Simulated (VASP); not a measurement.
# BiTe (R-3m) in VASP: further runs, part 2 of 2

VASP 6.6.1. Earlier steps stand in the parts before.

## (4) Electric field gradients, LDA (equal xy, yz and zx shear strains of +2 %)

The input, INCAR:

```
SYSTEM = BiTe
PREC     = Accurate       ! precision mode
ENCUT    = 520            ! plane-wave cutoff, eV
EDIFF    = 1E-8           ! SCF threshold, eV
ISMEAR   = -1             ! smearing method
SIGMA    = 0.08           ! smearing width, eV
LREAL    = .False.        ! projectors in reciprocal space
LASPH    = .True.         ! aspherical terms in the spheres
NELM     = 60             ! most SCF steps
ALGO     = Normal         ! electronic algorithm
ISIF     = 2              ! what is computed and relaxed
LWAVE    = .False.        ! write WAVECAR
LCHARG   = .False.        ! write CHGCAR
GGA      = CA             ! functional
LEFG     = .True.       
NBANDS   = 18             ! bands
```

The input, KPOINTS:

```
regular mesh
0
Gamma
  10 10 10
  0 0 0
```

The input, POSCAR:

```
BiTe
1.0
    0.0647000000      3.2673500000      3.2673500000
    3.2673500000      0.0647000000      3.2673500000
    3.2673500000      3.2673500000      0.0647000000
Bi Te
1 1
Direct
    0.0000000000      0.0000000000      0.0000000000
    0.5000000000      0.5000000000      0.5000000000
```

Potentials or basis: VASP PAW LDA potentials, release 64 (Bi_d, Te).

Command:

```console
$ cat potpaw_LDA.64/Bi_d/POTCAR potpaw_LDA.64/Te/POTCAR > POTCAR
$ mpirun -np 1 vasp_std > vasp.out
```

OUTCAR:

```text
SYSTEM = BiTe
   PREC = Accurate
   ENCUT = 520
   EDIFF = 1E-8
   ISMEAR = -1
   LREAL = .False.
   LASPH = .True.
   NELM = 60
   ISIF = 2
   GGA = CA

 ion  position               nearest neighbor table
   1  0.000  0.000  0.000-   2 3.24   2 3.24   2 3.24   2 3.24   2 3.24   2 3.24
   2  0.500  0.500  0.500-   1 3.24   1 3.24   1 3.24   1 3.24   1 3.24   1 3.24

  LATTYP: Found a trigonal (rhomboedric) cell.
 ALAT       =     4.6211836292
 COS(alpha) =     0.5197000882

  Lattice vectors:

 A1 = (   0.0647000000,   3.2673500000,   3.2673500000)
 A2 = (   3.2673500000,   0.0647000000,   3.2673500000)
 A3 = (   3.2673500000,   3.2673500000,   0.0647000000)

Analysis of symmetry for initial positions (statically):
=====================================================================
 Subroutine PRICEL returns:
 Original cell was already a primitive cell.

 Routine SETGRP: Setting up the symmetry group for a
 trigonal (rhombohedral) supercell.

 Subroutine GETGRP returns: Found 12 space group operations
 (whereof 12 operations were pure point group operations)
 out of a pool of 12 trial point group operations.

The static configuration has the point symmetry D_3d.

Analysis of symmetry for dynamics (positions and initial velocities):
=====================================================================
 Subroutine PRICEL returns:
 Original cell was already a primitive cell.

 Routine SETGRP: Setting up the symmetry group for a
 trigonal (rhombohedral) supercell.

 Subroutine GETGRP returns: Found 12 space group operations
 (whereof 12 operations were pure point group operations)
 out of a pool of 12 trial point group operations.

The dynamic configuration has the point symmetry D_3d.

 Subroutine INISYM returns: Found 12 space group operations
 (whereof 12 operations are pure point group operations),
 and found     1 'primitive' translations

----------------------------------------------------------------------------------------

                                     Primitive cell

  volume of cell :      67.6898

  direct lattice vectors                    reciprocal lattice vectors
     0.064700000  3.267350000  3.267350000    -0.157651308  0.154590117  0.154590117
     3.267350000  0.064700000  3.267350000     0.154590117 -0.157651308  0.154590117
     3.267350000  3.267350000  0.064700000     0.154590117  0.154590117 -0.157651308

  length of vectors
     4.621183629  4.621183629  4.621183629     0.269536906  0.269536906  0.269536906

  position of ions in fractional coordinates (direct lattice)
     0.000000000  0.000000000  0.000000000
     0.500000000  0.500000000  0.500000000

  ion indices of the primitive-cell ions
   primitive index   ion index
                 1           1
                 2           2

----------------------------------------------------------------------------------------

 KPOINTS: regular mesh

Automatic generation of k-mesh.
 Grid dimensions read from file:
[... 71 lines left out ...]
   ISIF   =      2    stress and relaxation
   ISYM   =      2    0-nonsym 1-usesym 2-fastsym
   POTIM  = 0.5000    time-step for ionic-motion
   TEBEG  =    0.0;   TEEND  =   0.0 temperature during run
   PSTRESS=    0.0 pullay stress
   NELECT =      21.0000    total number of electrons
   NUPDOWN=      -1.0000    fix difference up-down
   EMIN   =  10.00;   EMAX   =-10.00  energy-range for DOS
   EFERMI =   0.00;   METHOD = LEGACY
   ISMEAR =    -1;   SIGMA  =   0.08  broadening in eV -4-tet -1-fermi 0-gaus
   EFERMI_NEDOS =   21; number of points for ismear=-14 and -15
   IALGO  =     38    algorithm
   IMIX   =      4    mixing-type and parameters
     AMIX     =   0.40;   BMIX     =  1.00
     AMIX_MAG =   1.60;   BMIX_MAG =  1.00
  volume/ion in A,a.u.               =      33.84       228.40
  Fermi-wavevector in a.u.,A,eV,Ry     =   1.108256  2.094300 16.711105  1.228232
  Thomas-Fermi vector in A             =   2.244781
   LORBIT       =      0    0 simple, 1 ext, 2 COOP (PROOUT), +10 PAW based schemes
   GGA     = CA    functional components
   LHFCALC =     F    Hartree Fock is set to
   AEXX    =    0.0000 exact exchange contribution
   IVDW    =     0    specifies the selected vdW correction
   LEPSILON=     F    determine dielectric tensor
   LRPA    =     F    only Hartree local field effects (RPA)
 non-spin polarized calculation
  energy-cutoff  :      520.00
  volume of cell :       67.69
 maximum number of plane-waves:      1856
 NGX is ok and might be reduce to    36
   NGX = 17   NGY = 17   NGZ = 17

 number of electron      21.0000003 magnetization

 Free energy of the ion-electron system (eV)
  ---------------------------------------------------
  ext. energy  EPLUGINS =         0.00000000
  ---------------------------------------------------
  free energy    TOTEN  =        -8.50281042 eV

  energy without entropy =       -8.47253959  energy(sigma->0) =       -8.48767500

 E-fermi :   6.4272     XC(G=0):  -9.6777

 val. band max:        6.4227523488   @ k =   0.3000   0.0000  -0.0000
 cond. band min:       6.4272857341   @ k =  -0.4000   0.1000   0.1000
 fundamental gap:      0.0045333853
 Fermi energy:         6.4271801846

 k-point     1 :       0.0000    0.0000    0.0000
  band No.  band energies     occupation
      1     -16.6391      2.00000
      2     -16.6391      2.00000
      3     -16.6355      2.00000
      4     -16.6293      2.00000
      5     -16.6293      2.00000
      6      -7.0928      2.00000
[... 481 lines left out ...]
      5     -16.6212      2.00000
      6      -5.7831      2.00000
[... 10 lines left out ...]
     17      15.2490      0.00000
     18      15.5600      0.00000

 [... further k-points ...]

------------------------ aborting loop because EDIFF is reached ----------------------------------------

  FORCE on cell =-STRESS in cart. coord.  units (eV):
  Direction    XX          YY          ZZ          XY          YZ          ZX
  --------------------------------------------------------------------------------------
  -------------------------------------------------------------------------------------
  Total       -1.1617990     -1.1617990     -1.1617990     -0.0112259     -0.0112259     -0.0112259
  in kB      -27.4990798    -27.4990798    -27.4990798     -0.2657097     -0.2657097     -0.2657097
  external PRESSURE =     -27.4990798 kB  Pullay stress =       0.0000000 kB

 VOLUME and BASIS-vectors are now :
 -----------------------------------------------------------------------------
  energy-cutoff  :      520.00
  volume of cell :       67.69
      direct lattice vectors                 reciprocal lattice vectors
     0.064700000  3.267350000  3.267350000    -0.157651308  0.154590117  0.154590117
     3.267350000  0.064700000  3.267350000     0.154590117 -0.157651308  0.154590117
     3.267350000  3.267350000  0.064700000     0.154590117  0.154590117 -0.157651308

 POSITION                                       TOTAL-FORCE (eV/Angst)
 -----------------------------------------------------------------------------------
      0.00000      0.00000      0.00000         0.000000      0.000000      0.000000
      3.29970      3.29970      3.29970         0.000000     -0.000000     -0.000000
 -----------------------------------------------------------------------------------
    total drift:                               -0.000000      0.000000      0.000000

  FREE ENERGIE OF THE ION-ELECTRON SYSTEM (eV)
  ---------------------------------------------------
  free  energy   TOTEN  =        -8.5028104173 eV

  energy  without entropy=       -8.4725395924  energy(sigma->0) =       -8.48767500

 Electric field gradients (V/A^2)
---------------------------------------------------------------------
 ion       V_xx      V_yy      V_zz      V_xy      V_xz      V_yz
---------------------------------------------------------------------
   1      -0.000    -0.000     0.000    18.317    18.317    18.317
   2      -0.000    -0.000     0.000    11.441    11.441    11.441
---------------------------------------------------------------------

 Electric field gradients after diagonalization (V/A^2)
 (convention: |V_zz| > |V_xx| > |V_yy|)
----------------------------------------------------------------------
 ion       V_xx      V_yy      V_zz     asymmetry (V_yy - V_xx)/ V_zz
----------------------------------------------------------------------
   1     -18.317   -18.317    36.635       0.000
   2     -11.441   -11.441    22.882       0.000
----------------------------------------------------------------------

           NMR quadrupolar parameters

 Cq : quadrupolar parameter    Cq=e*Q*V_zz/h
 eta: asymmetry parameters     (V_yy - V_xx)/ V_zz
 Q  : nuclear electric quadrupole moment in mb (millibarn)
----------------------------------------------------------------------
 ion       Cq(MHz)       eta       Q (mb)
----------------------------------------------------------------------
   1       0.089       0.000       1.000
   2       0.055       0.000       1.000
----------------------------------------------------------------------
```

Run time: 3.2 min. Hardware: 1 thread of Intel Xeon 8259CL, shared host; peak memory 0.28 GiB.

What came out:

```
Free energy                             : -8.5028 eV
Pressure                                : -2.7 GPa
Band gap on the k mesh                  : zero (an odd number of electrons rules out a gap without spin polarisation)
Largest electric field gradient by atom : Bi +36.6; Te +22.9 V/Å²
```

Levels at points of the mesh, in eV from the Fermi level:
| k point | band 7 | band 8 | band 9 | band 10 | band 11 | band 12 | band 13 | band 14 |
| --- | --- | --- | --- | --- | --- | --- | --- | --- |
| (0.00, 0.00, 0.00) | -8.16 | -2.69 | -2.42 | -2.42 | 2.10 | 2.10 | 2.20 | 4.48 |
| (0.50, 0.00, 0.00) | -11.23 | -1.96 | -1.86 | -1.60 | -0.94 | -0.68 | -0.61 | 7.28 |
| (0.50, 0.50, 0.00) | -9.97 | -5.64 | -4.08 | -3.89 | 2.25 | 3.52 | 3.59 | 4.90 |
| (0.50, 0.50, 0.50) | -11.30 | -1.78 | -1.78 | -1.46 | -0.72 | -0.51 | -0.51 | 7.19 |

Electric field gradients, principal values (V/Å²):
```csv
atom,least,middle,greatest (by size)
1 Bi,-18.317,-18.317,36.635
2 Te,-11.441,-11.441,22.882
```

Caveat: the cell differs from its parent crystal (equal xy, yz and zx shear strains of +2 %); without QUAD_EFG the Cq values of the log hold for a quadrupole moment of 1 mb, not for the nuclei; spin-orbit coupling is left out, which moves the levels of the heavy elements.
